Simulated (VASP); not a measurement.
# TiO2 (P1) in VASP: notebook

The runs below take TiO2 through single point, with PBEsol.

Program: VASP 6.6.1. These are calculated values, not measurements. Logs are shortened: lines on timing, memory, paths and dates and some standing lists are left out, and cuts for length are marked.

**1. The cell of the first run**

The typed cell holds 12 atoms: a = 3.966 Å, b = 3.966 Å, c = 9.968 Å, α = 90.00°, β = 90.00°, γ = 90.00°.

**2. Single point, PBEsol**

The input, INCAR:

```
  ALGO = Normal
  EDIFF = 1E-6
  ENCUT = 520
  GGA = PS
  ISIF = 2
  ISMEAR = -1
  LASPH = True
  LCHARG = False
  LREAL = False
  LWAVE = False
  NBANDS = 60
  NELM = 100
  PREC = Accurate
  SIGMA = 0.3
```

The input, KPOINTS:

```
k-points
0
Gamma
  3 3 1
```

The input, POSCAR:

```
TiO2
1.0
    3.9655050000      0.0000000000      0.0000000000
    0.0000000000      3.9655050000      0.0000000000
    0.0000000000      0.0000000000      9.9677180000
Ti O
4 8
Direct
    0.2158867534      0.1351151997      0.0926390574
    0.0338418436      0.6082201384      0.3662924653
    0.5635095656      0.5385694886      0.5975289429
    0.5844652825      0.0203252801      0.8291265864
    0.0411296922      0.0607741007      0.3068706398
    0.0777202399      0.6072366571      0.5569579717
    0.2446094508      0.5493877829      0.1426906339
    0.1610135405      0.0321018382      0.8782150538
    0.5929383521      0.5705704570      0.7933811932
    0.6643037898      0.0759297996      1.0434183632
    0.5528425762      0.0708863058      0.6465170865
    0.5751852538      0.4545196640      0.4113679781
```

Potentials or basis: VASP PAW PBE potentials, release 64 (Ti_sv, O).

On the command line:

```
$ cat potpaw_PBE.64/Ti_sv/POTCAR potpaw_PBE.64/O/POTCAR > POTCAR
$ mpirun -np 1 vasp_std > vasp.out
```

OUTCAR:

```text
EDIFF = 1E-6
   ENCUT = 520
   GGA = PS
   ISIF = 2
   ISMEAR = -1
   LASPH = True
   LREAL = False
   NELM = 100
   PREC = Accurate

 ion  position               nearest neighbor table
   1  0.216  0.135  0.093-   7 1.72  10 1.86   8 2.19  10 2.25   5 2.26   7 2.38
   2  0.034  0.608  0.366-   5 1.89   6 1.91  12 1.97   5 2.25  12 2.28   7 2.39
   3  0.564  0.539  0.598-  12 1.89  11 1.92   9 1.96   6 1.99   6 2.10  11 2.17
   4  0.584  0.020  0.829-   8 1.75   9 1.82  11 1.84  10 2.17   9 2.21   8 2.34
   5  0.041  0.061  0.307-   2 1.89   2 2.25   1 2.26
   6  0.078  0.607  0.557-   2 1.91   3 1.99   3 2.10
   7  0.245  0.549  0.143-   1 1.72   1 2.38   2 2.39
   8  0.161  0.032  0.878-   4 1.75   1 2.19   4 2.34
   9  0.593  0.571  0.793-   4 1.82   3 1.96   4 2.21
  10  0.664  0.076  0.043-   1 1.86   4 2.17   1 2.25
  11  0.553  0.071  0.647-   4 1.84   3 1.92   3 2.17
  12  0.575  0.455  0.411-   3 1.89   2 1.97   2 2.28

  LATTYP: Found a simple tetragonal cell.
 ALAT       =     3.9655050000
 C/A-ratio  =     2.5136062116

  Lattice vectors:

 A1 = (   3.9655050000,   0.0000000000,   0.0000000000)
 A2 = (   0.0000000000,   3.9655050000,   0.0000000000)
 A3 = (   0.0000000000,   0.0000000000,   9.9677180000)

Analysis of symmetry for initial positions (statically):
=====================================================================
 Subroutine PRICEL returns:
 Original cell was already a primitive cell.

 Routine SETGRP: Setting up the symmetry group for a
 simple tetragonal supercell.

 Subroutine GETGRP returns: Found  1 space group operations
 (whereof  1 operations were pure point group operations)
 out of a pool of 16 trial point group operations.

The static configuration has the point symmetry C_1 .

Analysis of symmetry for dynamics (positions and initial velocities):
=====================================================================
 Subroutine PRICEL returns:
 Original cell was already a primitive cell.

 Routine SETGRP: Setting up the symmetry group for a
 simple tetragonal supercell.

 Subroutine GETGRP returns: Found  1 space group operations
 (whereof  1 operations were pure point group operations)
 out of a pool of 16 trial point group operations.

The dynamic configuration has the point symmetry C_1 .

 Subroutine INISYM returns: Found  1 space group operations
 (whereof  1 operations are pure point group operations),
 and found     1 'primitive' translations

----------------------------------------------------------------------------------------

                                     Primitive cell

  volume of cell :     156.7447

  direct lattice vectors                    reciprocal lattice vectors
     3.965505000  0.000000000  0.000000000     0.252174691  0.000000000  0.000000000
     0.000000000  3.965505000  0.000000000     0.000000000  0.252174691  0.000000000
     0.000000000  0.000000000  9.967718000     0.000000000  0.000000000  0.100323866

  length of vectors
     3.965505000  3.965505000  9.967718000     0.252174691  0.252174691  0.100323866

  position of ions in fractional coordinates (direct lattice)
     0.215886753  0.135115200  0.092639057
     0.033841844  0.608220138  0.366292465
     0.563509566  0.538569489  0.597528943
     0.584465282  0.020325280  0.829126586
     0.041129692  0.060774101  0.306870640
     0.077720240  0.607236657  0.556957972
     0.244609451  0.549387783  0.142690634
     0.161013541  0.032101838  0.878215054
     0.592938352  0.570570457  0.793381193
     0.664303790  0.075929800  0.043418363
     0.552842576  0.070886306  0.646517086
     0.575185254  0.454519664  0.411367978

  ion indices of the primitive-cell ions
   primitive index   ion index
                 1           1
                 2           2
                 3           3
                 4           4
                 5           5
                 6           6
                 7           7
                 8           8
                 9           9
                10          10
                11          11
                12          12

----------------------------------------------------------------------------------------

 KPOINTS: k-points

Automatic generation of k-mesh.
 Grid dimensions read from file:
 generate k-points for:    3    3    1

 Generating k-lattice:

  Cartesian coordinates                     Fractional coordinates (reciprocal lattice)
     0.084058230  0.000000000  0.000000000     0.333333333  0.000000000  0.000000000
     0.000000000  0.084058230  0.000000000     0.000000000  0.333333333  0.000000000
     0.000000000  0.000000000  0.100323866     0.000000000  0.000000000  1.000000000

  Length of vectors
     0.084058230  0.084058230  0.100323866

  Shift w.r.t. Gamma in fractional coordinates (k-lattice)
     0.000000000  0.000000000  0.000000000

 Subroutine IBZKPT returns following result:
 ===========================================

 Found      5 irreducible k-points:

 Following reciprocal coordinates:
            Coordinates               Weight
  0.000000  0.000000  0.000000      1.000000
  0.333333  0.000000  0.000000      2.000000
  0.000000  0.333333  0.000000      2.000000
  0.333333  0.333333  0.000000      2.000000
 -0.333333  0.333333  0.000000      2.000000
   k-points           NKPTS =      5   k-points in BZ     NKDIM =      5   number of bands    NBANDS=     60
   number of dos      NEDOS =    301   number of ions     NIONS =     12
   total plane-waves  NPLWV =  72000
   dimension x,y,z NGX =    30 NGY =   30 NGZ =   80
   dimension x,y,z NGXF=    60 NGYF=   60 NGZF=  160
   ions per type =               4   8
   NGX,Y,Z   is equivalent  to a cutoff of  12.58, 12.58, 13.34 a.u.
   NGXF,Y,Z  is equivalent  to a cutoff of  25.15, 25.15, 26.69 a.u.
 SYSTEM =  unknown system
   PREC   = accura    normal or accurate (medium, high low for compatibility)
   ISTART =      0    job   : 0-new  1-cont  2-samecut
   ICHARG =      2    charge: 1-file 2-atom 10-const
   ISPIN  =      1    spin polarized calculation?
   LNONCOLLINEAR =      F non collinear calculations
   LSORBIT =      F    spin-orbit coupling
   LASPH  =      T    aspherical Exc in radial PAW
   ENCUT  =  520.0 eV  38.22 Ry    6.18 a.u.   7.37  7.37 18.53*2*pi/ulx,y,z
   NELM   =    100;   NELMIN=  2; NELMDL= -5     # of ELM steps
   EDIFF  = 0.1E-05   stopping-criterion for ELM
   LREAL  =      F    real-space projection
   EDIFFG = 0.1E-04   stopping-criterion for IOM
   NSW    =      0    number of steps for IOM
   IBRION =     -1    ionic relax: 0-MD 1-quasi-New 2-CG
   NFREE  =      0    steps in history (QN), initial steepest desc. (CG)
   ISIF   =      2    stress and relaxation
   ISYM   =      2    0-nonsym 1-usesym 2-fastsym
   POTIM  = 0.5000    time-step for ionic-motion
   TEBEG  =    0.0;   TEEND  =   0.0 temperature during run
   PSTRESS=    0.0 pullay stress
   NELECT =      96.0000    total number of electrons
   NUPDOWN=      -1.0000    fix difference up-down
   EMIN   =  10.00;   EMAX   =-10.00  energy-range for DOS
   EFERMI =   0.00;   METHOD = LEGACY
   ISMEAR =    -1;   SIGMA  =   0.30  broadening in eV -4-tet -1-fermi 0-gaus
   EFERMI_NEDOS =   21; number of points for ismear=-14 and -15
   IALGO  =     38    algorithm
   IMIX   =      4    mixing-type and parameters
     AMIX     =   0.40;   BMIX     =  1.00
     AMIX_MAG =   1.60;   BMIX_MAG =  1.00
  volume/ion in A,a.u.               =      13.06        88.15
  Fermi-wavevector in a.u.,A,eV,Ry     =   1.390276  2.627240 26.298253  1.932867
  Thomas-Fermi vector in A             =   2.514226
   LORBIT       =      0    0 simple, 1 ext, 2 COOP (PROOUT), +10 PAW based schemes
   GGA     = PS    functional components
   LHFCALC =     F    Hartree Fock is set to
   AEXX    =    0.0000 exact exchange contribution
   IVDW    =     0    specifies the selected vdW correction
   LEPSILON=     F    determine dielectric tensor
   LRPA    =     F    only Hartree local field effects (RPA)
 non-spin polarized calculation
  energy-cutoff  :      520.00
  volume of cell :      156.74
 maximum number of plane-waves:      4245
 NGX is ok and might be reduce to    30
   NGX = 15   NGY = 15   NGZ = 37

 number of electron      96.0000001 magnetization

 Free energy of the ion-electron system (eV)
  ---------------------------------------------------
  ext. energy  EPLUGINS =         0.00000000
  ---------------------------------------------------
  free energy    TOTEN  =      -109.50490432 eV

  energy without entropy =     -109.28058624  energy(sigma->0) =     -109.39274528

 E-fermi :   3.2914     XC(G=0): -10.2507

 val. band max:        2.2564731420   @ k =  -0.3333   0.3333   0.0000
 cond. band min:       4.2559301169   @ k =   0.0000   0.0000   0.0000
 fundamental gap:      1.9994569749
 Fermi energy:         3.2913849494

 k-point     1 :       0.0000    0.0000    0.0000
  band No.  band energies     occupation
      1     -54.5767      2.00000
      2     -54.4777      2.00000
      3     -53.6926      2.00000
      4     -53.5450      2.00000
      5     -31.0359      2.00000
      6     -30.9279      2.00000
[... 52 lines left out ...]
     59       6.3331      0.00008
     60       6.4089      0.00006

 k-point     2 :       0.3333    0.0000    0.0000
  band No.  band energies     occupation
      1     -54.5744      2.00000
      2     -54.4784      2.00000
      3     -53.6917      2.00000
      4     -53.5443      2.00000
      5     -31.0449      2.00000
      6     -30.9914      2.00000
[... 52 lines left out ...]
     59       6.3324      0.00008
     60       6.4883      0.00005

 k-point     3 :       0.0000    0.3333    0.0000
  band No.  band energies     occupation
      1     -54.5760      2.00000
      2     -54.4767      2.00000
      3     -53.6918      2.00000
      4     -53.5444      2.00000
      5     -31.0345      2.00000
      6     -30.9271      2.00000
[... 52 lines left out ...]
     59       6.4349      0.00006
     60       6.6645      0.00003

 k-point     4 :       0.3333    0.3333    0.0000
  band No.  band energies     occupation
      1     -54.5737      2.00000
      2     -54.4774      2.00000
      3     -53.6909      2.00000
      4     -53.5436      2.00000
      5     -31.0433      2.00000
      6     -30.9902      2.00000
[... 52 lines left out ...]
     59       6.5083      0.00004
     60       6.6788      0.00002

 k-point     5 :      -0.3333    0.3333    0.0000
  band No.  band energies     occupation
      1     -54.5737      2.00000
      2     -54.4774      2.00000
      3     -53.6909      2.00000
      4     -53.5436      2.00000
      5     -31.0431      2.00000
      6     -30.9904      2.00000
[... 52 lines left out ...]
     59       6.4969      0.00005
     60       6.7963      0.00002

------------------------ aborting loop because EDIFF is reached ----------------------------------------

  FORCE on cell =-STRESS in cart. coord.  units (eV):
  Direction    XX          YY          ZZ          XY          YZ          ZX
  --------------------------------------------------------------------------------------
  -------------------------------------------------------------------------------------
  Total      -13.7417921    -12.5045238     -9.5347529     -1.2659435      1.3925865     -1.0891364
  in kB     -140.4627642   -127.8159326    -97.4601953    -12.9399368     14.2344278    -11.1326897
  external PRESSURE =    -121.9129640 kB  Pullay stress =       0.0000000 kB

 VOLUME and BASIS-vectors are now :
 -----------------------------------------------------------------------------
  energy-cutoff  :      520.00
  volume of cell :      156.74
      direct lattice vectors                 reciprocal lattice vectors
     3.965505000  0.000000000  0.000000000     0.252174691  0.000000000  0.000000000
     0.000000000  3.965505000  0.000000000     0.000000000  0.252174691  0.000000000
     0.000000000  0.000000000  9.967718000     0.000000000  0.000000000  0.100323866

 POSITION                                       TOTAL-FORCE (eV/Angst)
 -----------------------------------------------------------------------------------
      0.85610      0.53580      0.92340        -0.352858     -1.708852     -0.434280
      0.13420      2.41190      3.65110         0.563545     -0.501086     -0.974306
      2.23460      2.13570      5.95600        -0.137503      0.005354      0.800111
      2.31770      0.08060      8.26450         0.928794      0.685607      2.677728
      0.16310      0.24100      3.05880         0.430033     -1.320786      0.096593
      0.30820      2.40800      5.55160        -0.412647      0.019988     -0.436992
      0.97000      2.17860      1.42230        -0.892984      1.177368      0.789896
      0.63850      0.12730      8.75380        -1.188761      0.699316      0.974480
      2.35130      2.26260      7.90820         0.657762     -1.144709     -0.285558
      2.63430      0.30110      0.43278        -0.152238      0.173955     -0.215994
      2.19230      0.28110      6.44430         0.273399      0.139165     -2.185748
      2.28090      1.80240      4.10040         0.283459      1.774680     -0.805931
 -----------------------------------------------------------------------------------
    total drift:                               -0.001641      0.001147     -0.001117

  FREE ENERGIE OF THE ION-ELECTRON SYSTEM (eV)
  ---------------------------------------------------
  free  energy   TOTEN  =      -109.5049043222 eV

  energy  without entropy=     -109.2805862411  energy(sigma->0) =     -109.39274528
```

Wall time 73 s (1 thread of Intel Xeon 6975P-C (Granite Rapids), shared host); peak memory 0.25 GiB.

Results:

| Item | Value |
| --- | --- |
| Free energy | -109.5049 eV |
| Pressure | -12.2 GPa |
| Largest force | 2.916 eV/Å |
| Band gap on the k mesh | 2.00 eV, indirect (least direct gap 2.29 eV) |

Forces in eV/Å, atoms in the order of the input:
```
Ti  -0.353 -1.709 -0.434
Ti   0.564 -0.501 -0.974
Ti  -0.138  0.005  0.800
Ti   0.929  0.686  2.678
O    0.430 -1.321  0.097
O   -0.413  0.020 -0.437
O   -0.893  1.177  0.790
O   -1.189  0.699  0.974
O    0.658 -1.145 -0.286
O   -0.152  0.174 -0.216
O    0.273  0.139 -2.186
O    0.283  1.775 -0.806
```

Levels at points of the mesh, in eV from the valence-band top:
```tsv
k point	band 46	band 47	band 48	band 49	band 50	band 51
(0.00, 0.00, 0.00)	-0.79	-0.55	-0.29	2.00	2.35	2.89
```

Caveat: the k points lie up to 0.63 Å⁻¹ apart; the PAW data sets were made with another functional, which shifts forces and pressure a little.

(Part 1 of 2 ends here.)
